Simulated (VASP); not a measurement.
Here is a VASP 6.6.1 calculation.

Contents of POSCAR:

```
KMgF3
1.0
    3.9802355751      0.0000000000      0.0000000000
    0.0000000000      3.9802355751      0.0000000000
    0.0000000000      0.0000000000      4.0550640039
K Mg F
1 1 3
Direct
    0.5000000000      0.5000000000      0.5000000000
    0.0000000000      0.0000000000      0.0000000000
    0.5000000000      0.0000000000      0.0000000000
    0.0000000000      0.5000000000      0.0000000000
    0.0000000000      0.0000000000      0.5000000000
```

The input INCAR.step1:

```
SYSTEM = KMgF3
  PREC = Accurate
  ENCUT = 660
  ISMEAR = 0
  SIGMA = 0.01
  LREAL = .False.
  LASPH = .True.
  NELM = 120
  NBANDS = 24
  GGA = PE
  ALGO = Normal
  EDIFF = 1E-5
  LWAVE = .True.
  LCHARG = .False.
  GGA_COMPAT = .False.
```

The input INCAR.step2:

```
SYSTEM = KMgF3
  PREC = Accurate
  ENCUT = 660
  EDIFF = 1E-6
  ISMEAR = 0
  SIGMA = 0.01
  LREAL = .False.
  LASPH = .True.
  NELM = 120
  ALGO = Normal
  ISIF = 2
  LWAVE = .False.
  LCHARG = .False.
  METAGGA = R2SCAN
  LMIXTAU = .True.
  NBANDS = 24
  ISTART = 1
  GGA_COMPAT = .False.
```

Contents of KPOINTS:

```
regular mesh
0
Gamma
  6 6 6
  0 0 0
```

Potentials or basis: VASP PAW PBE potentials, release 64 (K_sv, Mg, F).

Command:

```console
$ cat potpaw_PBE.64/K_sv/POTCAR potpaw_PBE.64/Mg/POTCAR potpaw_PBE.64/F/POTCAR > POTCAR
$ cp INCAR.step1 INCAR
$ mpirun -np 1 vasp_std > vasp.out
$ cp INCAR.step2 INCAR
$ mpirun -np 1 vasp_std > vasp.out
```

(1) What does it give for the band gap on the k mesh?

(2) What does it give for the pressure?

Results:

(1) 8.13 eV (least direct gap 8.46 eV).

(2) -2.1 GPa.

Caveat: the cell differs from its parent crystal (uniaxial z strain +1.9%); the PAW data sets were made with another functional, which shifts forces and pressure a little.
